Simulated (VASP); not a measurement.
Al2SbP, 4 atoms in the cell. It takes space group P-4m2 (No. 115, tetragonal). Conventional cell: a = 4.140 Å, b = 4.140 Å, c = 5.869 Å, α = 90.00°, β = 90.00°, γ = 90.00°. P (site symmetry -4m2) has 4 Al at 2.45 Å within 3.2 Å. Within 3.2 Å of Al (site symmetry 2mm) lie 2 P at 2.45 Å and 2 Sb at 2.64 Å. Sb (site symmetry -4m2) has 4 Al at 2.64 Å within 3.5 Å. 

| Quantity | Value |
| --- | --- |
| Program | VASP 6.6.1 |
| Task | single point |
| Functional | PBE |
| Potentials or basis | VASP PAW PBE potentials, release 64 (P, Al, Sb) |
| Cutoff | 520 eV |
| k mesh | 6 × 6 × 4 |
| Occupations | gaussian, width 0.01 eV |
| Spin | no spin polarisation |
| Dipole correction | no |
| Further INCAR settings | ALGO = Normal; EDIFF = 1e-06; NBANDS = 16 |

Potentials or basis: VASP PAW PBE potentials, release 64 (P, Al, Sb).

Launch:

```bash
$ cat potpaw_PBE.64/P/POTCAR potpaw_PBE.64/Al/POTCAR potpaw_PBE.64/Sb/POTCAR > POTCAR
$ mpirun -np 1 vasp_std > vasp.out
```

Hardware: 1 thread of Intel(R) Xeon(R) Platinum 8259CL CPU @ 2.50GHz (Skylake/Cascade Lake), with other jobs on the host.

**Question.** How long does it take, and how much memory?

**Answer.** Wall time 33 s on 1 thread of Intel(R) Xeon(R) Platinum 8259CL CPU @ 2.50GHz (Skylake/Cascade Lake) (shared host), peak memory 0.23 GiB. Counts: scf iterations 13, k points 30.
